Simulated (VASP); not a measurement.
A run of VASP 6.6.1:

The input INCAR:

```
SYSTEM = Mg4O
PREC     = Accurate       ! precision mode
ENCUT    = 600            ! plane-wave cutoff, eV
EDIFF    = 1E-6           ! SCF threshold, eV
ISMEAR   = 0              ! smearing method
SIGMA    = 0.1            ! smearing width, eV
LREAL    = .FALSE.        ! projectors in reciprocal space
LASPH    = .TRUE.         ! aspherical terms in the spheres
NELM     = 60             ! most SCF steps
ALGO     = Normal         ! electronic algorithm
ISIF     = 3              ! what is computed and relaxed
LWAVE    = .FALSE.        ! write WAVECAR
LCHARG   = .FALSE.        ! write CHGCAR
GGA      = PE             ! functional
IBRION   = 2              ! ionic algorithm
NSW      = 90             ! ionic steps
EDIFFG   = -0.04          ! ionic threshold
```

File KPOINTS:

```
regular mesh
0
G
  4 4 4
  0 0 0
```

Contents of POSCAR:

```
Mg4O
1.0
    4.0957126200      0.0000000000      0.0000000000
    0.0000000000      4.0957126200      0.0000000000
    0.0000000000      0.0000000000      4.0957126200
Mg O
4 1
Direct
    0.0000000000      0.5000000000      0.5000000000
    0.5000000000      0.5000000000      0.0000000000
    0.5000000000      0.0000000000      0.5000000000
    0.0000000000      0.0000000000      0.0000000000
    0.5000000000      0.5000000000      0.5000000000
```

Potentials or basis: VASP PAW PBE potentials, release 64 (Mg, O).

Launch:

```sh
$ cat potpaw_PBE.64/Mg/POTCAR potpaw_PBE.64/O/POTCAR > POTCAR
$ mpirun -np 1 vasp_std > vasp.out
```

Hardware: 1 thread of AMD EPYC 7R13 Processor (Zen 3), on a shared host.

**Question.** Estimate the wall time of this run.

**Answer.** Wall time 33 s on 1 thread of AMD EPYC 7R13 Processor (Zen 3) (shared host), peak memory 0.18 GiB. Counts: scf iterations 30, k points 10, ion steps 3.
